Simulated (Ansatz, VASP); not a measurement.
## One calculation of Cu, two programs

```
Cu
1.0
     0.00000    1.80750    1.86173
     1.80750    0.00000    1.86173
     1.80750    1.80750    0.00000
Cu
1
Direct
  0.00000 0.00000 0.00000
```

Change from the starting cell: zz strain of +3 %.

Alike in both runs: task single point; functional PBE; k mesh 19 × 19 × 19; occupations fermi-dirac, width 0.08 eV; no spin polarisation.

```csv
,VASP,Ansatz
version,VASP 6.6.1,Ansatz 0.2.0
potentials or method,"VASP PAW PBE potentials, release 64 (Cu), cutoff 520 eV","all-electron LAPW, scalar-relativistic"
```

```tsv
	VASP	Ansatz	Ansatz less VASP
pressure (GPa)	-1.8	-2.4	-0.60
traceless stress, the component that is largest in VASP (GPa)	-1.00	-1.03	-0.023
```

Ansatz ran all-electron here, and VASP with PAW potentials.
